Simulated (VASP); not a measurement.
A run of VASP 6.6.1 is set up as follows.

Contents of INCAR:

```
SYSTEM = Ni
  PREC = Accurate
  ENCUT = 520
  EDIFF = 1E-6
  ISMEAR = -1
  SIGMA = 0.05
  LREAL = .FALSE.
  LASPH = .TRUE.
  NELM = 150
  ALGO = Normal
  ISIF = 2
  LWAVE = .FALSE.
  LCHARG = .TRUE.
  ISPIN = 2
  MAGMOM = 1
  LORBIT = 11
  LMAXMIX = 4
  GGA = PE
  LELF = .TRUE.
  LVHAR = .TRUE.
  NBANDS = 15
```

KPOINTS

```
regular mesh
0
G
  18 18 18
  0 0 0
```

Contents of POSCAR:

```
Ni
1.0
    0.0000000000      1.6597299274      1.6597299274
    1.6597299274      0.0000000000      1.6597299274
    1.6597299274      1.6597299274      0.0000000000
Ni
1
Direct
    0.0000000000      0.0000000000      0.0000000000
```

Potentials or basis: VASP PAW PBE potentials, release 64 (Ni).

The run is started by

```bash
$ cat potpaw_PBE.64/Ni/POTCAR > POTCAR
$ mpirun -np 1 vasp_std > vasp.out
```

(1) Predict the site moments.

(2) Estimate the pressure.

(3) What does it give for the net moment?

Results:

(1) Ni +0.59 μB.

(2) 52.5 GPa.

(3) 0.60 μB per cell.

Caveat: the cell stands under pressure.
